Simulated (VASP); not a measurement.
# Hf (P6_3/mmc) in VASP: a series of runs, part 2 of 2

VASP 6.6.1.

## (3) Single point, PBE

The input, INCAR:

```
SYSTEM = Hf
ALGO = Normal
EDIFF = 1E-7
ENCUT = 520
GGA = PE
ISIF = 2
ISMEAR = -1
LASPH = .True.
LCHARG = .False.
LREAL = .False.
LWAVE = .False.
NBANDS = 17
NELM = 80
PREC = Accurate
SIGMA = 0.08
```

The input, KPOINTS:

```
k-points
0
Gamma
  18 18 10
  0 0 0
```

The input, POSCAR:

```
Hf
1.0
    2.3270299158      0.0000000000      0.0000000000
   -1.1635149579      2.0152670224      0.0000000000
    0.0000000000      0.0000000000      4.0214461084
Hf
2
Direct
    0.3333333333      0.6666666667      0.2500000000
    0.6666666667      0.3333333333      0.7500000000
```

Potentials or basis: VASP PAW PBE potentials, release 64 (Hf_pv).

Command:

```console
$ cat potpaw_PBE.64/Hf_pv/POTCAR > POTCAR
$ mpirun -np 1 vasp_std > vasp.out
```

OUTCAR:

```text
SYSTEM = Hf
   EDIFF = 1E-7
   ENCUT = 520
   GGA = PE
   ISIF = 2
   ISMEAR = -1
   LASPH = .True.
   LREAL = .False.
   NELM = 80
   PREC = Accurate

 ion  position               nearest neighbor table
   1  0.333  0.667  0.250-   2 2.42   2 2.42   2 2.42   2 2.42   2 2.42   2 2.42   2 3.36   2 3.36
                             2 3.36   2 3.36   2 3.36   2 3.36
   2  0.667  0.333  0.750-   1 2.42   1 2.42   1 2.42   1 2.42   1 2.42   1 2.42   1 3.36   1 3.36
                             1 3.36   1 3.36   1 3.36   1 3.36

  LATTYP: Found a hexagonal cell.
 ALAT       =     2.3270299158
 C/A-ratio  =     1.7281454274

  Lattice vectors:

 A1 = (   2.3270299158,   0.0000000000,   0.0000000000)
 A2 = (  -1.1635149579,   2.0152670224,   0.0000000000)
 A3 = (   0.0000000000,   0.0000000000,   4.0214461084)

Analysis of symmetry for initial positions (statically):
=====================================================================
 Subroutine PRICEL returns:
 Original cell was already a primitive cell.

 Routine SETGRP: Setting up the symmetry group for a
 hexagonal supercell.

 Subroutine GETGRP returns: Found 24 space group operations
 (whereof 12 operations were pure point group operations)
 out of a pool of 24 trial point group operations.

The static configuration has the point symmetry D_3d.
 The point group associated with its full space group is D_6h.

Analysis of symmetry for dynamics (positions and initial velocities):
=====================================================================
 Subroutine PRICEL returns:
 Original cell was already a primitive cell.

 Routine SETGRP: Setting up the symmetry group for a
 hexagonal supercell.

 Subroutine GETGRP returns: Found 24 space group operations
 (whereof 12 operations were pure point group operations)
 out of a pool of 24 trial point group operations.

The dynamic configuration has the point symmetry D_3d.
 The point group associated with its full space group is D_6h.

 Subroutine INISYM returns: Found 24 space group operations
 (whereof 12 operations are pure point group operations),
 and found     1 'primitive' translations

----------------------------------------------------------------------------------------

                                     Primitive cell

  volume of cell :      18.8589

  direct lattice vectors                    reciprocal lattice vectors
     2.327029916  0.000000000  0.000000000     0.429732335  0.248106079  0.000000000
    -1.163514958  2.015267022  0.000000000     0.000000000  0.496212159  0.000000000
     0.000000000  0.000000000  4.021446108     0.000000000  0.000000000  0.248666766

  length of vectors
     2.327029916  2.327029916  4.021446108     0.496212159  0.496212159  0.248666766

  position of ions in fractional coordinates (direct lattice)
     0.333333333  0.666666667  0.250000000
     0.666666667  0.333333333  0.750000000

  ion indices of the primitive-cell ions
   primitive index   ion index
                 1           1
                 2           2

----------------------------------------------------------------------------------------

 KPOINTS: k-points

Automatic generation of k-mesh.
 Grid dimensions read from file:
 generate k-points for:   18   18   10

 Generating k-lattice:

  Cartesian coordinates                     Fractional coordinates (reciprocal lattice)
     0.023874019  0.013783671  0.000000000     0.055555556  0.000000000  0.000000000
     0.000000000  0.027567342  0.000000000     0.000000000  0.055555556  0.000000000
     0.000000000  0.000000000  0.024866677     0.000000000  0.000000000  0.100000000

  Length of vectors
     0.027567342  0.027567342  0.024866677

  Shift w.r.t. Gamma in fractional coordinates (k-lattice)
     0.000000000  0.000000000  0.000000000

 Subroutine IBZKPT returns following result:
 ===========================================

 Found    222 irreducible k-points:

 Following reciprocal coordinates:
            Coordinates               Weight
  0.000000  0.000000  0.000000      1.000000
  0.055556 -0.000000  0.000000      6.000000
  0.111111 -0.000000  0.000000      6.000000
  0.166667  0.000000  0.000000      6.000000
  0.222222  0.000000  0.000000      6.000000
  0.277778 -0.000000  0.000000      6.000000
[... 16 lines left out ...]
  0.333333  0.111111  0.000000     12.000000
  0.388889  0.111111  0.000000     12.000000
 [... further k-points ...]
   k-points           NKPTS =    222   k-points in BZ     NKDIM =    222   number of bands    NBANDS=     17
   number of dos      NEDOS =    301   number of ions     NIONS =      2
   total plane-waves  NPLWV =   9720
   dimension x,y,z NGX =    18 NGY =   18 NGZ =   30
   dimension x,y,z NGXF=    36 NGYF=   36 NGZF=   60
   ions per type =               2
   NGX,Y,Z   is equivalent  to a cutoff of  12.86, 12.86, 12.40 a.u.
   NGXF,Y,Z  is equivalent  to a cutoff of  25.72, 25.72, 24.80 a.u.
 SYSTEM =  Hf
   PREC   = accura    normal or accurate (medium, high low for compatibility)
   ISTART =      0    job   : 0-new  1-cont  2-samecut
   ICHARG =      2    charge: 1-file 2-atom 10-const
   ISPIN  =      1    spin polarized calculation?
   LNONCOLLINEAR =      F non collinear calculations
   LSORBIT =      F    spin-orbit coupling
   LASPH  =      T    aspherical Exc in radial PAW
   ENCUT  =  520.0 eV  38.22 Ry    6.18 a.u.   4.33  4.33  7.48*2*pi/ulx,y,z
   NELM   =     80;   NELMIN=  2; NELMDL= -5     # of ELM steps
   EDIFF  = 0.1E-06   stopping-criterion for ELM
   LREAL  =      F    real-space projection
   EDIFFG = 0.1E-05   stopping-criterion for IOM
   NSW    =      0    number of steps for IOM
   IBRION =     -1    ionic relax: 0-MD 1-quasi-New 2-CG
   NFREE  =      0    steps in history (QN), initial steepest desc. (CG)
   ISIF   =      2    stress and relaxation
   ISYM   =      2    0-nonsym 1-usesym 2-fastsym
   POTIM  = 0.5000    time-step for ionic-motion
   TEBEG  =    0.0;   TEEND  =   0.0 temperature during run
   PSTRESS=    0.0 pullay stress
   NELECT =      20.0000    total number of electrons
   NUPDOWN=      -1.0000    fix difference up-down
   EMIN   =  10.00;   EMAX   =-10.00  energy-range for DOS
   EFERMI =   0.00;   METHOD = LEGACY
   ISMEAR =    -1;   SIGMA  =   0.08  broadening in eV -4-tet -1-fermi 0-gaus
   EFERMI_NEDOS =   21; number of points for ismear=-14 and -15
   IALGO  =     38    algorithm
   IMIX   =      4    mixing-type and parameters
     AMIX     =   0.40;   BMIX     =  1.00
     AMIX_MAG =   1.60;   BMIX_MAG =  1.00
  volume/ion in A,a.u.               =       9.43        63.63
  Fermi-wavevector in a.u.,A,eV,Ry     =   1.669472  3.154845 37.921312  2.787138
  Thomas-Fermi vector in A             =   2.755139
   LORBIT       =      0    0 simple, 1 ext, 2 COOP (PROOUT), +10 PAW based schemes
   GGA     = PE    functional components
   LHFCALC =     F    Hartree Fock is set to
   AEXX    =    0.0000 exact exchange contribution
   IVDW    =     0    specifies the selected vdW correction
   LEPSILON=     F    determine dielectric tensor
   LRPA    =     F    only Hartree local field effects (RPA)
 non-spin polarized calculation
  energy-cutoff  :      520.00
  volume of cell :       18.86
 maximum number of plane-waves:       537
 NGX is ok and might be reduce to    18
   NGX =  9   NGY =  9   NGZ = 15

 number of electron      20.0000001 magnetization

 Free energy of the ion-electron system (eV)
  ---------------------------------------------------
  ext. energy  EPLUGINS =         0.00000000
  ---------------------------------------------------
  free energy    TOTEN  =        -2.86032790 eV

  energy without entropy =       -2.84062240  energy(sigma->0) =       -2.85047515

 E-fermi :  12.8852     XC(G=0): -15.9255

 val. band max:       12.8666128383   @ k =   0.1667   0.1111   0.3000
 cond. band min:      12.8955213287   @ k =   0.3889   0.1111   0.2000
 fundamental gap:      0.0289084904
 Fermi energy:        12.8852104045

 k-point     1 :       0.0000    0.0000    0.0000
  band No.  band energies     occupation
      1     -22.3557      2.00000
      2     -14.4546      2.00000
      3     -14.4546      2.00000
      4     -14.3600      2.00000
      5     -13.6343      2.00000
      6     -13.6343      2.00000
[... 9 lines left out ...]
     16      21.1659      0.00000
     17      24.4629      0.00000
[... 443 lines left out ...]
      1     -21.8302      2.00000
      2     -20.6652      2.00000
      3     -18.7274      2.00000
      4     -17.2821      2.00000
      5     -16.1061      2.00000
      6     -15.7159      2.00000
[... 9 lines left out ...]
     16      26.1855      0.00000
     17      27.4513      0.00000

 [... further k-points ...]

------------------------ aborting loop because EDIFF is reached ----------------------------------------

  FORCE on cell =-STRESS in cart. coord.  units (eV):
  Direction    XX          YY          ZZ          XY          YZ          ZX
  --------------------------------------------------------------------------------------
  -------------------------------------------------------------------------------------
  Total       49.4573006     49.4573006     49.3337434      0.0000000     -0.0000000      0.0000000
  in kB     4201.6916102   4201.6916100   4191.1946856      0.0000000     -0.0000000      0.0000000
  external PRESSURE =    4198.1926352 kB  Pullay stress =       0.0000000 kB

 VOLUME and BASIS-vectors are now :
 -----------------------------------------------------------------------------
  energy-cutoff  :      520.00
  volume of cell :       18.86
      direct lattice vectors                 reciprocal lattice vectors
     2.327029916  0.000000000  0.000000000     0.429732335  0.248106079  0.000000000
    -1.163514958  2.015267022  0.000000000     0.000000000  0.496212159  0.000000000
     0.000000000  0.000000000  4.021446108     0.000000000  0.000000000  0.248666766

 POSITION                                       TOTAL-FORCE (eV/Angst)
 -----------------------------------------------------------------------------------
     -0.00000      1.34351      1.00536        -0.000000      0.000000      0.000000
      1.16351      0.67176      3.01608         0.000000     -0.000000      0.000000
 -----------------------------------------------------------------------------------
    total drift:                               -0.000000      0.000000     -0.000000

  FREE ENERGIE OF THE ION-ELECTRON SYSTEM (eV)
  ---------------------------------------------------
  free  energy   TOTEN  =        -2.8603278991 eV

  energy  without entropy=       -2.8406224021  energy(sigma->0) =       -2.85047515
```

stdout:

```text
POSCAR found type information on POSCAR Hf
 POSCAR found :  1 types and       2 ions
 scaLAPACK will be used
 LDA part: xc-table for (Slater+PW92), standard interpolation
 POSCAR, INCAR and KPOINTS ok, starting setup
 FFT: planning ... GRIDC
 FFT: planning ... GRID_SOFT
 FFT: planning ... GRID
 WAVECAR not read
 entering main loop
```

Wall time 80 s (1 thread of Intel Xeon 8259CL, shared host); peak memory 0.18 GiB.

Results:

| Property | Result |
| --- | --- |
| Free energy | -2.8603 eV |
| Pressure | 419.8 GPa |
| Band gap on the k mesh | zero (band 10 reaches 13.88 eV, above the bottom of band 11 at 11.46 eV) |

Caveat: spin-orbit coupling is left out, which moves the levels of the heavy elements.

## (4) Relaxation of cell and atoms, PBE, target pressure 430 GPa, at which the enthalpy is minimised

The input, INCAR:

```
  ALGO = Normal
  EDIFF = 1E-7
  EDIFFG = -0.005
  ENCUT = 600
  GGA = PE
  IBRION = 2
  ISIF = 3
  ISMEAR = -1
  LASPH = True
  LCHARG = False
  LREAL = False
  LWAVE = False
  NELM = 60
  NSW = 32
  PREC = Accurate
  PSTRESS = 4300.0
  SIGMA = 0.08
```

The input, KPOINTS:

```
k-points
0
Gamma
  18 18 10
```

The input, POSCAR:

```
Hf
1.0
    2.3265176625      0.0000000000      0.0000000000
   -1.1632588313      2.0148233981      0.0000000000
    0.0000000000      0.0000000000      4.0202950937
Hf
2
Direct
    0.3333333333      0.6666666667      0.2500000000
    0.6666666667      0.3333333333      0.7500000000
```

Command:

```console
$ cat potpaw_PBE.64/Hf_pv/POTCAR > POTCAR
$ mpirun -np 1 vasp_std > vasp.out
```

Wall time 2.1 min (1 thread of Intel Xeon 6975P-C (Granite Rapids), shared host); peak memory 0.2 GiB.

Results (log left out):

```yaml
Free_energy: -2.4753 eV
Relaxed_volume: 9.36 Å³/atom
Relaxed_cell: a = 2.323 Å, b = 2.323 Å, c = 4.005 Å, α = 90.00°, β = 90.00°, γ = 120.00°
Space_group_after_relaxing_to_0.05_Å: P6_3/mmc (No. 194)
Energy_change_on_relaxing_the_enthalpy_is_what_falls: +175.0 meV/atom
Ionic_steps: 9
Pressure_after_relaxing: 430.0 GPa
Band_gap_on_the_k_mesh: zero (band 10 reaches 13.92 eV, above the bottom of band 11 at 11.56 eV)
```

Step by step:
| step | energy change (eV) | largest force (eV/Å) | pressure (GPa) | volume (Å³) |
| --- | --- | --- | --- | --- |
| 1 | 0.0000 | 0.0000 | 420.74 | 18.85 |
| 2 | 4.3075 | 0.0000 | 540.52 | 17.40 |
| 3 | 0.3355 | 0.0000 | 429.68 | 18.72 |
| 4 | 0.3479 | 0.0000 | 430.00 | 18.71 |
| 5 | 0.3549 | 0.0000 | 430.19 | 18.71 |
| 6 | 0.3578 | 0.0000 | 430.19 | 18.71 |
| 7 | 0.3567 | 0.0000 | 430.19 | 18.71 |
| 8 | 0.2947 | 0.0000 | 428.54 | 18.73 |
| 9 | 0.3499 | 0.0000 | 430.01 | 18.71 |

Final structure:
```
Hf
1.0
     2.32271    0.00000    0.00000
    -1.16135    2.01152    0.00000
     0.00000    0.00000    4.00529
Hf
2
Cartesian
  0.0000 1.3410 1.0013
  1.1614 0.6705 3.0040
```

Levels at points of the mesh, in eV from the Fermi level:
| k point | band 6 | band 7 | band 8 | band 9 | band 10 | band 11 | band 12 | band 13 | band 14 |
| --- | --- | --- | --- | --- | --- | --- | --- | --- | --- |
| (0.00, 0.00, 0.00) | -26.50 | -7.37 | -6.59 | -0.86 | 0.76 | 0.76 | 2.58 | 2.58 | 5.94 |
| (0.50, 0.00, 0.00) | -27.86 | -8.41 | -6.89 | -5.46 | 0.53 | 1.67 | 3.49 | 5.00 | 14.53 |
| (0.00, 0.00, 0.50) | -26.93 | -5.09 | -5.09 | 0.80 | 0.80 | 0.80 | 0.80 | 1.32 | 1.32 |
| (0.50, 0.00, 0.50) | -28.76 | -7.89 | -7.89 | -5.33 | -5.33 | 5.50 | 5.50 | 8.37 | 8.37 |

Caveat: the cell is relaxed towards a set pressure, so the enthalpy falls and the energy may rise; spin-orbit coupling is left out, which moves the levels of the heavy elements.

## (5) The runs side by side

| task | cell | cutoff (eV) | gap on the mesh (eV) | pressure (GPa) |
| --- | --- | --- | --- | --- |
| single point | a = 2.327, b = 2.327, c = 4.020 Å, angles 90.0, 90.0, 120.0°, 2 atoms | 520 | none | 420.8 |
| single point | a = 2.327, b = 2.327, c = 4.021 Å, angles 90.0, 90.0, 120.0°, 2 atoms | 520 | none | 419.8 |
| relaxation of cell and atoms | relaxed to 430 GPa from a = 2.327, b = 2.327, c = 4.020 Å, angles 90.0, 90.0, 120.0°, 2 atoms | 600 | none | 430.0 |

Alike in all rows: level PBE; potentials or basis VASP PAW PBE potentials, release 64 (Hf_pv); no spin polarisation; k mesh 18 × 18 × 10; smearing fermi-dirac 0.08 eV.

Caveats: spin-orbit coupling is left out, which moves the levels of the heavy elements; the cell is relaxed towards a set pressure, so the enthalpy falls and the energy may rise (some runs).

Absolute energies hang on the potentials; compare differences alone.
